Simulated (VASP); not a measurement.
# CuSi16 (a cell with a defect) in VASP: a series of runs

The runs below take CuSi16 (a cell with a defect) through single point, with PBE+D3(BJ).

Program: VASP 6.6.1. These are calculated values, not measurements. Logs are shortened: lines on timing, memory, paths and dates and some standing lists are left out, and cuts for length are marked.

### 1 The cell of the first run

The cell holds a defect, 17 atoms: a = 7.679 Å, b = 7.679 Å, c = 7.679 Å, α = 60.00°, β = 60.00°, γ = 60.00°.

### 2 Single point, PBE+D3(BJ)

INCAR reads:

```
PREC = Accurate ; ENCUT = 520
EDIFF = 1E-6 ; ISMEAR = -1
SIGMA = 0.02 ; LREAL = Auto
LASPH = True ; NELM = 60
ALGO = Normal ; ISIF = 2
LWAVE = False ; LCHARG = True
GGA = PE ; IVDW = 12
LELF = True ; LVHAR = True
NELECT = 74.0 ; NBANDS = 52
```

KPOINTS reads:

```
Automatic mesh
0
Gamma
  2 2 2
```

POSCAR reads:

```
CuSi16
1.0
    0.0000000000      5.4300000000      5.4300000000
    5.4300000000      0.0000000000      5.4300000000
    5.4300000000      5.4300000000      0.0000000000
Si Cu
16 1
Direct
    0.0400788319     -0.0144571308     -0.0108373354
    0.1331004200      0.1266201308      0.1286441094
   -0.0025677597      0.0024486782      0.5029209901
    0.1378697784      0.1251069544      0.6122047214
   -0.0040564383      0.4992637964      0.0059322425
    0.1330831300      0.6118570572      0.1287140857
   -0.0023662596      0.4975602152      0.5029101707
    0.1089220910      0.6298315316      0.6318743181
    0.5068777372      0.0024657979      0.0074450024
    0.6682891855      0.1149387778      0.1013714483
    0.5120185281      0.0079072465      0.4727939418
    0.6253740717      0.1335459520      0.6173726840
    0.5067675260      0.4827776045      0.0080076495
    0.6233726104      0.6195187898      0.1372899198
    0.4800477667      0.5047375613      0.5113644964
    0.6257229929      0.6237538233      0.6176804553
    0.4681094876      0.8464257139      0.8383259002
```

Potentials or basis: VASP PAW PBE potentials, release 64 (Si, Cu).

Started as:

```console
cat potpaw_PBE.64/Si/POTCAR potpaw_PBE.64/Cu/POTCAR > POTCAR
mpirun -np 1 vasp_std > vasp.out
```

OUTCAR:

```text
PREC = Accurate
   ENCUT = 520
   EDIFF = 1E-6
   ISMEAR = -1
   LREAL = Auto
   LASPH = True
   NELM = 60
   ISIF = 2
   GGA = PE
   IVDW = 12
   NELECT = 74.0
 IVDW          = 12

 ion  position               nearest neighbor table
   1  0.040  0.986  0.989-  10 2.33   2 2.35   6 2.35   4 2.37  17 2.68
   2  0.133  0.127  0.129-   5 2.34   9 2.34   3 2.35   1 2.35
   3  0.997  0.002  0.503-  12 2.33   8 2.34   4 2.34   2 2.35
   4  0.138  0.125  0.612-   3 2.34   7 2.34  11 2.35   1 2.37
   5  0.996  0.499  0.006-  14 2.34   6 2.34   2 2.34   8 2.35
   6  0.133  0.612  0.129-   5 2.34  13 2.34   7 2.35   1 2.35
   7  0.998  0.498  0.503-  16 2.33   8 2.34   4 2.34   6 2.35
   8  0.109  0.630  0.632-  15 2.33   7 2.34   3 2.34   5 2.35
   9  0.507  0.002  0.007-  10 2.32   2 2.34  17 2.35  14 2.40  12 2.45
  10  0.668  0.115  0.101-   9 2.32  13 2.32   1 2.33  11 2.34
  11  0.512  0.008  0.473-  10 2.34   4 2.35  17 2.35  12 2.41  16 2.41
  12  0.625  0.134  0.617-  15 2.33   3 2.33  11 2.41   9 2.45  17 2.46
  13  0.507  0.483  0.008-  10 2.32   6 2.34  17 2.35  14 2.40  16 2.45
  14  0.623  0.620  0.137-   5 2.34  15 2.35  13 2.40   9 2.40  17 2.53
  15  0.480  0.505  0.511-   8 2.33  16 2.33  12 2.33  14 2.35
  16  0.626  0.624  0.618-  15 2.33   7 2.33  11 2.41  13 2.45  17 2.46
  17  0.468  0.846  0.838-  13 2.35   9 2.35  11 2.35  16 2.46  12 2.46  14 2.53   1 2.68

  LATTYP: Found a face centered cubic cell.
 ALAT       =    10.8600000000

  Lattice vectors:

 A1 = (   0.0000000000,   5.4300000000,   5.4300000000)
 A2 = (   5.4300000000,   0.0000000000,   5.4300000000)
 A3 = (   5.4300000000,   5.4300000000,   0.0000000000)

Analysis of symmetry for initial positions (statically):
=====================================================================
 Subroutine PRICEL returns:
 Original cell was already a primitive cell.

 Routine SETGRP: Setting up the symmetry group for a
 face centered cubic supercell.

 Subroutine GETGRP returns: Found  1 space group operations
 (whereof  1 operations were pure point group operations)
 out of a pool of 48 trial point group operations.

The static configuration has the point symmetry C_1 .

Analysis of symmetry for dynamics (positions and initial velocities):
=====================================================================
 Subroutine PRICEL returns:
 Original cell was already a primitive cell.

 Routine SETGRP: Setting up the symmetry group for a
 face centered cubic supercell.

 Subroutine GETGRP returns: Found  1 space group operations
 (whereof  1 operations were pure point group operations)
 out of a pool of 48 trial point group operations.

The dynamic configuration has the point symmetry C_1 .

 Subroutine INISYM returns: Found  1 space group operations
 (whereof  1 operations are pure point group operations),
 and found     1 'primitive' translations

----------------------------------------------------------------------------------------

                                     Primitive cell

  volume of cell :     320.2060

  direct lattice vectors                    reciprocal lattice vectors
     0.000000000  5.430000000  5.430000000    -0.092081031  0.092081031  0.092081031
     5.430000000  0.000000000  5.430000000     0.092081031 -0.092081031  0.092081031
     5.430000000  5.430000000  0.000000000     0.092081031  0.092081031 -0.092081031

  length of vectors
     7.679179644  7.679179644  7.679179644     0.159489025  0.159489025  0.159489025

  position of ions in fractional coordinates (direct lattice)
     0.040078832  0.985542869  0.989162665
     0.133100420  0.126620131  0.128644109
     0.997432240  0.002448678  0.502920990
     0.137869778  0.125106954  0.612204721
     0.995943562  0.499263796  0.005932243
     0.133083130  0.611857057  0.128714086
[... 9 lines left out ...]
     0.625722993  0.623753823  0.617680455
     0.468109488  0.846425714  0.838325900

  ion indices of the primitive-cell ions
   primitive index   ion index
                 1           1
                 2           2
                 3           3
                 4           4
                 5           5
                 6           6
[... 9 lines left out ...]
                16          16
                17          17

----------------------------------------------------------------------------------------

 KPOINTS: Automatic mesh

Automatic generation of k-mesh.
 Grid dimensions read from file:
 generate k-points for:    2    2    2

 Generating k-lattice:

  Cartesian coordinates                     Fractional coordinates (reciprocal lattice)
    -0.046040516  0.046040516  0.046040516     0.500000000  0.000000000  0.000000000
     0.046040516 -0.046040516  0.046040516     0.000000000  0.500000000  0.000000000
     0.046040516  0.046040516 -0.046040516     0.000000000  0.000000000  0.500000000

  Length of vectors
     0.079744512  0.079744512  0.079744512

  Shift w.r.t. Gamma in fractional coordinates (k-lattice)
     0.000000000  0.000000000  0.000000000

 Subroutine IBZKPT returns following result:
 ===========================================

 Found      8 irreducible k-points:

 Following reciprocal coordinates:
            Coordinates               Weight
  0.000000  0.000000  0.000000      1.000000
  0.500000  0.000000  0.000000      1.000000
  0.000000  0.500000  0.000000      1.000000
  0.000000  0.000000  0.500000      1.000000
  0.500000  0.500000  0.500000      1.000000
  0.500000  0.500000  0.000000      1.000000
  0.000000  0.500000  0.500000      1.000000
  0.500000  0.000000  0.500000      1.000000
   k-points           NKPTS =      8   k-points in BZ     NKDIM =      8   number of bands    NBANDS=     52
   number of dos      NEDOS =    301   number of ions     NIONS =     17
   total plane-waves  NPLWV = 216000
   dimension x,y,z NGX =    60 NGY =   60 NGZ =   60
   dimension x,y,z NGXF=   120 NGYF=  120 NGZF=  120
   ions per type =              16   1
   NGX,Y,Z   is equivalent  to a cutoff of  12.99, 12.99, 12.99 a.u.
   NGXF,Y,Z  is equivalent  to a cutoff of  25.98, 25.98, 25.98 a.u.
 SYSTEM =  unknown system
   PREC   = accura    normal or accurate (medium, high low for compatibility)
   ISTART =      0    job   : 0-new  1-cont  2-samecut
   ICHARG =      2    charge: 1-file 2-atom 10-const
   ISPIN  =      1    spin polarized calculation?
   LNONCOLLINEAR =      F non collinear calculations
   LSORBIT =      F    spin-orbit coupling
   LASPH  =      T    aspherical Exc in radial PAW
   ENCUT  =  520.0 eV  38.22 Ry    6.18 a.u.  14.28 14.28 14.28*2*pi/ulx,y,z
   NELM   =     60;   NELMIN=  2; NELMDL= -5     # of ELM steps
   EDIFF  = 0.1E-05   stopping-criterion for ELM
   LREAL  =      T    real-space projection
   EDIFFG = 0.1E-04   stopping-criterion for IOM
   NSW    =      0    number of steps for IOM
[... 5 lines left out ...]
   TEBEG  =    0.0;   TEEND  =   0.0 temperature during run
   PSTRESS=    0.0 pullay stress
   NELECT =      74.0000    total number of electrons
   NUPDOWN=      -1.0000    fix difference up-down
   EMIN   =  10.00;   EMAX   =-10.00  energy-range for DOS
   EFERMI =   0.00;   METHOD = LEGACY
   ISMEAR =    -1;   SIGMA  =   0.02  broadening in eV -4-tet -1-fermi 0-gaus
   EFERMI_NEDOS =   21; number of points for ismear=-14 and -15
   IALGO  =     38    algorithm
   IMIX   =      4    mixing-type and parameters
     AMIX     =   0.40;   BMIX     =  1.00
     AMIX_MAG =   1.60;   BMIX_MAG =  1.00
  volume/ion in A,a.u.               =      18.84       127.11
  Fermi-wavevector in a.u.,A,eV,Ry     =   1.004636  1.898488 13.732283  1.009294
  Thomas-Fermi vector in A             =   2.137265
   LORBIT       =      0    0 simple, 1 ext, 2 COOP (PROOUT), +10 PAW based schemes
   GGA     = PE    functional components
   LHFCALC =     F    Hartree Fock is set to
   AEXX    =    0.0000 exact exchange contribution
   IVDW    =    12    specifies the selected vdW correction
   LEPSILON=     F    determine dielectric tensor
   LRPA    =     F    only Hartree local field effects (RPA)
 non-spin polarized calculation
  energy-cutoff  :      520.00
  volume of cell :      320.21
 maximum number of plane-waves:      8646
 NGX is ok and might be reduce to    60
   NGX = 29   NGY = 29   NGZ = 29

 number of electron      73.9999998 magnetization

 Free energy of the ion-electron system (eV)
  ---------------------------------------------------
  ext. energy  EPLUGINS =         0.00000000
  ---------------------------------------------------
  free energy    TOTEN  =       -94.22227319 eV

  energy without entropy =      -94.22123253  energy(sigma->0) =      -94.22175286

 E-fermi :   6.4067     XC(G=0):  -9.6101

 val. band max:        6.3303203813   @ k =   0.0000   0.0000   0.0000
 cond. band min:       6.4830520629   @ k =   0.0000   0.0000   0.0000
 fundamental gap:      0.1527316816
 Fermi energy:         6.4067098135

 k-point     1 :       0.0000    0.0000    0.0000
  band No.  band energies     occupation
      1      -5.8948      2.00000
      2      -3.5309      2.00000
      3      -3.5152      2.00000
      4      -3.4876      2.00000
      5      -3.4651      2.00000
      6      -2.0060      2.00000
[... 41 lines left out ...]
     48       8.4644      0.00000
     49       8.5676      0.00000

 k-point     2 :       0.5000    0.0000    0.0000
  band No.  band energies     occupation
      1      -5.2602      2.00000
      2      -4.8965      2.00000
      3      -3.2418      2.00000
      4      -3.2239      2.00000
      5      -3.2004      2.00000
      6      -3.0676      2.00000
[... 41 lines left out ...]
     48       9.8149      0.00000
     49       9.8466      0.00000

 k-point     3 :       0.0000    0.5000    0.0000
  band No.  band energies     occupation
      1      -5.1967      2.00000
      2      -4.9663      2.00000
      3      -3.3081      2.00000
      4      -3.2511      2.00000
      5      -3.1475      2.00000
      6      -3.0357      2.00000
[... 41 lines left out ...]
     48       9.8351      0.00000
     49       9.9625      0.00000

 k-point     4 :       0.0000    0.0000    0.5000
  band No.  band energies     occupation
      1      -5.1910      2.00000
      2      -4.9797      2.00000
      3      -3.3116      2.00000
      4      -3.2225      2.00000
      5      -3.1436      2.00000
      6      -3.0342      2.00000
[... 41 lines left out ...]
     48       9.8208      0.00000
     49       9.9084      0.00000

 k-point     5 :       0.5000    0.5000    0.5000
  band No.  band energies     occupation
      1      -5.1979      2.00000
      2      -4.9645      2.00000
      3      -3.3070      2.00000
      4      -3.2527      2.00000
      5      -3.1481      2.00000
      6      -3.0377      2.00000
[... 41 lines left out ...]
     48       9.8367      0.00000
     49       9.9629      0.00000

 k-point     6 :       0.5000    0.5000    0.0000
  band No.  band energies     occupation
      1      -4.9343      2.00000
      2      -4.7143      2.00000
      3      -3.8847      2.00000
      4      -3.7744      2.00000
      5      -3.7447      2.00000
      6      -3.7357      2.00000
[... 41 lines left out ...]
     48      10.4685      0.00000
     49      10.4831      0.00000

 k-point     7 :       0.0000    0.5000    0.5000
  band No.  band energies     occupation
      1      -4.9354      2.00000
      2      -4.7129      2.00000
      3      -3.8841      2.00000
      4      -3.7752      2.00000
      5      -3.7440      2.00000
      6      -3.7367      2.00000
[... 41 lines left out ...]
     48      10.4663      0.00000
     49      10.4839      0.00000

 k-point     8 :       0.5000    0.0000    0.5000
  band No.  band energies     occupation
      1      -4.9294      2.00000
      2      -4.7210      2.00000
      3      -3.8839      2.00000
      4      -3.7626      2.00000
      5      -3.7604      2.00000
      6      -3.7292      2.00000
[... 41 lines left out ...]
     48      10.4738      0.00000
     49      10.4833      0.00000
 [bands above 49 left out]

------------------------ aborting loop because EDIFF is reached ----------------------------------------

 Edisp (eV)   -5.67141

 E8    (eV) :    -2.3524

  FORCE on cell =-STRESS in cart. coord.  units (eV):
  Direction    XX          YY          ZZ          XY          YZ          ZX
  --------------------------------------------------------------------------------------
  -------------------------------------------------------------------------------------
  Total      -7.16432    -7.80132    -7.23374    -0.09645     0.14708     0.74652
  in kB     -35.84727   -39.03457   -36.19459    -0.48261     0.73590     3.73525
  external pressure =      -37.03 kB  Pullay stress =        0.00 kB

 VOLUME and BASIS-vectors are now :
 -----------------------------------------------------------------------------
  energy-cutoff  :      520.00
  volume of cell :      320.21
      direct lattice vectors                 reciprocal lattice vectors
     0.000000000  5.430000000  5.430000000    -0.092081031  0.092081031  0.092081031
     5.430000000  0.000000000  5.430000000     0.092081031 -0.092081031  0.092081031
     5.430000000  5.430000000  0.000000000     0.092081031  0.092081031 -0.092081031

 POSITION                                       TOTAL-FORCE (eV/Angst)
 -----------------------------------------------------------------------------------
     10.72265      5.58878      5.56913        -0.001816     -0.012052      0.000955
      1.38608      1.42127      1.41028         0.002600     -0.001858     -0.007299
      2.74416      8.14692      5.42935        -0.007174     -0.005691      0.002537
      4.00360      4.07290      1.42796         0.010935      0.008043     -0.009605
      2.74321      5.44019      8.11898        -0.005626     -0.003931     -0.002287
      4.02130      1.42156      4.04503         0.012437     -0.006084     -0.002073
[... 9 lines left out ...]
      6.74099      6.75168      6.78466        -0.007683      0.001245     -0.010152
      9.14820      7.09394      7.13793         0.022077     -0.007343     -0.005657
 -----------------------------------------------------------------------------------
    total drift:                                0.008187     -0.007995     -0.005735

  FREE ENERGIE OF THE ION-ELECTRON SYSTEM (eV)
  ---------------------------------------------------
  free  energy   TOTEN  =       -99.8936863131 eV

  energy  without entropy=      -99.8926456571  energy(sigma->0) =      -99.89316599
```

It took 3.4 min on 1 thread of Intel Xeon 6975P-C (Granite Rapids), shared host; peak memory 0.49 GiB.

Results:

```
Free energy                : -99.8937 eV
Largest force              : 0.024 eV/Å
Dispersion energy per atom : -0.334 eV
```

Forces on the atoms (eV/Å):
```
Si  -0.002 -0.012  0.001
Si   0.003 -0.002 -0.007
Si  -0.007 -0.006  0.003
Si   0.011  0.008 -0.010
Si  -0.006 -0.004 -0.002
Si   0.012 -0.006 -0.002
Si  -0.004  0.002  0.006
Si   0.003  0.008  0.000
Si   0.001  0.000  0.011
Si   0.010  0.007 -0.011
Si  -0.020 -0.009  0.011
Si   0.011  0.011  0.009
Si  -0.022  0.001  0.001
Si   0.007  0.017  0.001
Si  -0.012 -0.009  0.005
Si  -0.008  0.001 -0.010
Cu   0.022 -0.007 -0.006
```

Caveat: the k points lie up to 0.50 Å⁻¹ apart; the cell carries a net charge on a neutralising background, which shifts energy and pressure; the cell is charged against a uniform background, so pressure and absolute levels hang on convention.

### 3 Single point, PBE+D3(BJ)

INCAR reads:

```
SYSTEM = CuSi16
ALGO = Normal
EDIFF = 1E-6
ENCUT = 520
GGA = PE
ISIF = 2
ISMEAR = -1
IVDW = 12
LASPH = .True.
LCHARG = .False.
LREAL = Auto
LWAVE = .False.
NBANDS = 52
NELECT = 74.0
NELM = 100
PREC = Accurate
SIGMA = 0.02
```

KPOINTS reads:

```
k-points
0
Gamma
  2 2 2
  0 0 0
```

POSCAR reads:

```
CuSi16
1.0
    0.0000000000      5.4300000000      5.4300000000
    5.4300000000      0.0000000000      5.4300000000
    5.4300000000      5.4300000000      0.0000000000
Si Cu
16 1
Direct
   -0.0120731833      0.0014963957      0.0061387646
    0.1170887867      0.1183997680      0.1429850641
    0.0230626965     -0.0428592801      0.5104651126
    0.1169554646      0.1181266904      0.6235764805
   -0.0040899206      0.4922616146      0.0139105615
    0.1189459330      0.6289298445      0.1268984093
   -0.0040864457      0.4919903728      0.4994399999
    0.1351226190      0.5854613905      0.6403854735
    0.5072063442     -0.0009297537      0.0024669320
    0.6138278643      0.1442407342      0.1219017833
    0.5069571025     -0.0004676945      0.4928612828
    0.6517092707      0.1127942341      0.6187199307
    0.4930429686      0.5154380204     -0.0036384222
    0.6215207889      0.6270793088      0.1287552018
    0.5122356216      0.4871054217      0.5011104458
    0.6214942836      0.6275100138      0.6239842680
    0.2855832255      1.1592767489      0.7785242119
```

Potentials or basis: VASP PAW PBE potentials, release 64 (Si, Cu).

Started as:

```console
cat potpaw_PBE.64/Si/POTCAR potpaw_PBE.64/Cu/POTCAR > POTCAR
mpirun -np 1 vasp_std > vasp.out
```

Run time: 3.5 min. Hardware: 1 thread of Intel Xeon 6975P-C (Granite Rapids), shared host; peak memory 0.48 GiB.

Results (log left out):

| Property | Result |
| --- | --- |
| Free energy | -99.8940 eV |
| Largest force | 0.026 eV/Å |
| Dispersion energy per atom | -0.334 eV |

Forces in eV/Å, atoms in the order of the input:
```
Si   0.008  0.001 -0.014
Si  -0.019 -0.001  0.013
Si   0.024  0.003 -0.009
Si  -0.017 -0.001  0.006
Si   0.015  0.001 -0.008
Si  -0.007 -0.002  0.005
Si   0.008 -0.011 -0.009
Si  -0.006  0.004  0.018
Si   0.012 -0.004 -0.007
Si  -0.013 -0.004  0.011
Si   0.006  0.005 -0.016
Si  -0.009  0.006  0.007
Si   0.008  0.003 -0.018
Si  -0.008  0.005  0.013
Si   0.010  0.000 -0.006
Si  -0.017  0.002  0.009
Cu   0.004 -0.008  0.005
```

Levels at points of the mesh, in eV from the Fermi level:
```
           k point  band 33  band 34  band 35  band 36  band 37  band 38  band 39  band 40  band 41  band 42
(0.00, 0.00, 0.00)    -1.07    -1.02    -0.63    -0.20    -0.08     0.08     0.39     0.58     0.61     0.68
(0.50, 0.00, 0.00)    -2.04    -0.94    -0.89    -0.88    -0.81     0.50     1.15     1.23     1.31     1.42
(0.00, 0.50, 0.00)    -2.15    -0.92    -0.89    -0.66    -0.52     0.52     1.00     1.34     1.37     1.57
(0.00, 0.00, 0.50)    -2.02    -0.95    -0.91    -0.84    -0.75     0.55     1.12     1.25     1.31     1.44
(0.50, 0.50, 0.50)    -2.02    -0.95    -0.91    -0.85    -0.75     0.55     1.12     1.25     1.31     1.44
(0.50, 0.50, 0.00)    -1.87    -1.51    -1.51    -1.42    -1.13     0.67     0.98     1.95     2.04     2.17
(0.00, 0.50, 0.50)    -1.83    -1.54    -1.46    -1.43    -1.09     0.65     0.98     1.94     2.06     2.17
(0.50, 0.00, 0.50)    -1.83    -1.54    -1.47    -1.43    -1.09     0.65     0.98     1.94     2.06     2.17
```

Caveat: the k points lie up to 0.50 Å⁻¹ apart; the cell carries a net charge on a neutralising background, which shifts energy and pressure; the cell is charged against a uniform background, so pressure and absolute levels hang on convention.
